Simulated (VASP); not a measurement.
Wanted: the native input for a VASP 6.6.1 run.

- Task: single point
- Functional: PBEsol
- Potentials or basis: VASP PAW PBE potentials, release 64 (Te, Mo_sv)
- Cutoff: 520 eV
- k mesh: 6 × 6 × 2
- Occupations: gaussian, width 0.01 eV
- Spin: no spin polarisation
- Dipole correction: no
- Further INCAR settings: ALGO = Normal; EDIFF = 1e-07; NBANDS = 35

The structure of Te2Mo lies in POSCAR:

```
Te2Mo
1.0
    3.4940596949      0.0000000000      0.0000000000
   -1.7470298474      3.0259444581      0.0000000000
    0.0000000000      0.0000000000     13.9993761937
Te Mo
4 2
Direct
    0.3333333333      0.6666666667      0.6210403153
    0.6666666667      0.3333333333      0.1210403153
    0.3333333333      0.6666666667      0.8789596847
    0.6666666667      0.3333333333      0.3789596847
    0.3333333333      0.6666666667      0.2500000000
    0.6666666667      0.3333333333      0.7500000000
```

The input as run:

INCAR

```
SYSTEM = Te2Mo
  ALGO = Normal
  EDIFF = 1E-7
  ENCUT = 520
  GGA = PS
  ISIF = 2
  ISMEAR = 0
  LASPH = .TRUE.
  LCHARG = .FALSE.
  LREAL = .FALSE.
  LWAVE = .FALSE.
  NBANDS = 35
  NELM = 100
  PREC = Accurate
  SIGMA = 0.01
```

KPOINTS

```
k-points
0
G
  6 6 2
  0 0 0
```

Potentials or basis: VASP PAW PBE potentials, release 64 (Te, Mo_sv).

Command:

```console
$ cat potpaw_PBE.64/Te/POTCAR potpaw_PBE.64/Mo_sv/POTCAR > POTCAR
$ mpirun -np 1 vasp_std > vasp.out
```

Results of the run:

```
Pressure               : 0.1 GPa
Largest force          : 0.031 eV/Å
Band gap on the k mesh : 0.84 eV (least direct gap 1.08 eV)
```

Caveat: the PAW data sets were made with another functional, which shifts forces and pressure a little; spin-orbit coupling is left out, which moves the levels of the heavy elements; this functional lacks dispersion, which binds the layers, so the pressure and a relaxed spacing across them are unreliable.

It took 2.6 min on 1 thread of Intel Xeon 8259CL, on a shared host, peak memory 0.3 GiB.
